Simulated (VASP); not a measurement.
Set up this calculation in VASP 6.6.1, as the native input.

```yaml
Task: single point
Functional: PBE
Potentials_or_basis: VASP PAW PBE potentials, release 64 (Mg, Zn, S)
Cutoff: 520 eV
k_mesh: 3 × 3 × 4
Occupations: gaussian, width 0.1 eV
Spin: no spin polarisation
Dipole_correction: no
Further_INCAR_settings: ALGO = Normal; EDIFF = 1e-06; NBANDS = 46
```

The structure of Mg2ZnS3 lies in POSCAR:

```
Mg2ZnS3
1.0
    6.8949671000      0.0000000000      0.0000000000
   -3.4474835000      5.9712166000      0.0000000000
    0.0000000000      0.0000000000      6.4491120000
Mg Zn S
4 2 6
Direct
    0.3368010000      0.3368010000      0.0027820000
    0.0000000000      0.6631990000      0.0027820000
    0.6631990000      0.0000000000      0.0027820000
    0.0000000000      0.0000000000      0.5042090000
    0.6666667000      0.3333333000      0.5046590000
    0.3333333000      0.6666667000      0.5046590000
    0.3442370000      0.3442370000      0.3866370000
    0.0000000000      0.6557630000      0.3866370000
    0.6557630000      0.0000000000      0.3866370000
    0.6666667000      0.3333333000      0.8710520000
    0.3333333000      0.6666667000      0.8710520000
    0.0000000000      0.0000000000      0.8861130000
```

These files were run (other wordings do the same):

INCAR

```
SYSTEM = Mg2ZnS3
PREC = Accurate
ENCUT = 520
EDIFF = 1E-6
ISMEAR = 0
SIGMA = 0.1
LREAL = .False.
LASPH = .True.
NELM = 60
ALGO = Normal
ISIF = 2
LWAVE = .False.
LCHARG = .False.
GGA = PE
NBANDS = 46
```

KPOINTS

```
Automatic mesh
0
Gamma
  3 3 4
  0 0 0
```

Potentials or basis: VASP PAW PBE potentials, release 64 (Mg, Zn, S).

The run is started by

```bash
$ cat potpaw_PBE.64/Mg/POTCAR potpaw_PBE.64/Zn/POTCAR potpaw_PBE.64/S/POTCAR > POTCAR
$ mpirun -np 1 vasp_std > vasp.out
```

Results of the run:

```yaml
Pressure: -0.1 GPa
Largest_force: 0.025 eV/Å
Band_gap_on_the_k_mesh: 2.81 eV
```

It took 2.4 min on 1 thread of Intel(R) Xeon(R) Platinum 8488C (Sapphire Rapids), on a shared host, peak memory 0.42 GiB.
